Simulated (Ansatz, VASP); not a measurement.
Two plane-wave programs on MgO2

The input POSCAR:

```
MgO2
1.0
    4.8341733786      0.0000000000      0.0000000000
    0.0000000000      4.8341733786      0.0000000000
    0.0000000000      0.0000000000      4.8341733786
Mg O
4 8
Direct
    0.0000000000      0.5000000000      0.5000000000
    0.5000000000      0.5000000000      0.0000000000
    0.5000000000      0.0000000000      0.5000000000
    0.0000000000      0.0000000000      0.0000000000
    0.4111698600      0.0888301400      0.9111698600
    0.0888301400      0.9111698600      0.4111698600
    0.9111698600      0.4111698600      0.0888301400
    0.5888301400      0.5888301400      0.5888301400
    0.4111698600      0.4111698600      0.4111698600
    0.0888301400      0.5888301400      0.9111698600
    0.9111698600      0.0888301400      0.5888301400
    0.5888301400      0.9111698600      0.0888301400
```

INCAR.step1

```
SYSTEM = MgO2
PREC = Accurate
ENCUT = 520
ISMEAR = 0
SIGMA = 0.02
LREAL = .False.
LASPH = .True.
NELM = 60
NBANDS = 40
GGA = PE
ALGO = Normal
EDIFF = 1E-4
LWAVE = .True.
LCHARG = .False.
```

INCAR.step2

```
SYSTEM = MgO2
PREC = Accurate
ENCUT = 520
EDIFF = 1E-6
ISMEAR = 0
SIGMA = 0.02
LREAL = .False.
LASPH = .True.
NELM = 60
ALGO = Normal
ISIF = 2
LWAVE = .False.
LCHARG = .False.
METAGGA = R2SCAN
LMIXTAU = .True.
NBANDS = 40
ISTART = 1
```

Contents of KPOINTS:

```
regular mesh
0
Gamma
  6 6 6
  0 0 0
```

Input for Ansatz:

```yaml
crystal:
  lattice:
    - [4.8341733752, 0.0, 0.0]
    - [0.0, 4.8341733752, 0.0]
    - [0.0, 0.0, 4.8341733752]
  atoms:
    - { symbol: Mg, position: [0.0, 0.5, 0.5] }
    - { symbol: Mg, position: [0.5, 0.5, 0.0] }
    - { symbol: Mg, position: [0.5, 0.0, 0.5] }
    - { symbol: Mg, position: [0.0, 0.0, 0.0] }
    - { symbol: O, position: [0.4111698607, 0.0888301393, 0.9111698607] }
    - { symbol: O, position: [0.0888301393, 0.9111698607, 0.4111698607] }
    - { symbol: O, position: [0.9111698607, 0.4111698607, 0.0888301393] }
    - { symbol: O, position: [0.5888301393, 0.5888301393, 0.5888301393] }
    - { symbol: O, position: [0.4111698607, 0.4111698607, 0.4111698607] }
    - { symbol: O, position: [0.0888301393, 0.5888301393, 0.9111698607] }
    - { symbol: O, position: [0.9111698607, 0.0888301393, 0.5888301393] }
    - { symbol: O, position: [0.5888301393, 0.9111698607, 0.0888301393] }
basis:
  ecutwfc: 500
kpoints:
  mp_grid: { grid: [6, 6, 6] }
  band_path:
    path:
      - [[0.0, 0.0, 0.0], [0.0, 0.5, 0.0], [0.5, 0.5, 0.0], [0.0, 0.0, 0.0], [0.5, 0.5, 0.5], [0.0, 0.5, 0.0]]
      - [[0.5, 0.5, 0.5], [0.5, 0.5, 0.0], [0.5, 0.0, 0.0]]
    npoints: 10
hamiltonian:
  xc: r2scan
scf:
  occupations: { method: gaussian, width: 0.02 }
  n_extra_bands: 30
output:
  forces: true
  stress: true
  eigenvalues: true
  populations: true
  dos: { projected: true, de: 0.02, nscf_kmesh: { grid: [9, 9, 9] } }
  bader: false
  write_density: true
  write_potential: true
  elf: true
  volumetric_format: npy
```

Alike in both runs: task single point; functional r2SCAN; k mesh 6 × 6 × 6; occupations gaussian, width 0.02 eV; no spin polarisation.

```csv
,VASP,Ansatz
version,VASP 6.6.1,Ansatz 0.2.0
potentials or method,"VASP PAW PBE potentials, release 64 (Mg, O), cutoff 520 eV","scalar-relativistic, plane waves, PAW"
valence electrons in the cell,56,88
```

Ansatz gave:

```
gap on the k mesh at the Fermi level (eV) : 4.71
least direct gap on the mesh (eV)         : 4.84
pressure (GPa)                            : 0.0
rms of the force components (eV/Å)        : 0.001
```

Task: Which values does VASP return?

Result: gap on the k mesh at the Fermi level (eV): 4.68; least direct gap on the mesh (eV): 4.81; pressure (GPa): -0.3; rms of the force components (eV/Å): 0.129.

VASP's potentials were made for PBE, not for r2SCAN. Atom by atom the forces differ by 0.128 eV/Å (rms over components). One of these differences is far larger than is usual between the two programs; its cause wasn't traced. The functional is the same, so the differences come from potentials, cutoffs and numerics. VASP's potentials hold 56 valence electrons a cell and Ansatz's 88, so a difference there can come from the potentials and not from the codes.
